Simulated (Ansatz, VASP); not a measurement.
**Two plane-wave programs on MnSb**

```xyz
2
Lattice="0.0000 2.7858 2.7858 2.7858 0.0000 2.7858 2.7858 2.7858 0.0000" Properties=species:S:1:pos:R:3 pbc="T T T"
Mn    0.0000    0.0000    0.0000
Sb    2.7858    2.7858    2.7858
```

Alike in both runs: functional PBE; k mesh 11 × 11 × 11; occupations fermi-dirac, width 0.03 eV; collinear spin.

Ansatz relaxed the structure, and its values are those at the end. VASP's run is a single point on that final structure, the one shown.

```csv
,VASP,Ansatz
version,VASP 6.6.1,Ansatz 0.2.0
potentials or method,"VASP PAW PBE potentials, release 64 (Mn_pv, Sb)","PAW with Ansatz's default frozen-core files, scalar-relativistic"
plane-wave cutoff (eV),520,420
valence electrons in the cell,18,30
```

```csv
,VASP,Ansatz,Ansatz less VASP
pressure (GPa),0.1,0.0,-0.03
net moment per atom (μB),1.89,1.89,+0.002
size of the moment on the site where the two differ most (μB),3.72,3.76,+0.038
```

Site moments also hang on the region over which each program counts them. The functional is the same, so the differences come from potentials, cutoffs and numerics. VASP's potentials hold 18 valence electrons a cell and Ansatz's 30, so a difference there can come from the potentials and not from the codes.

Spin-orbit coupling is off throughout.
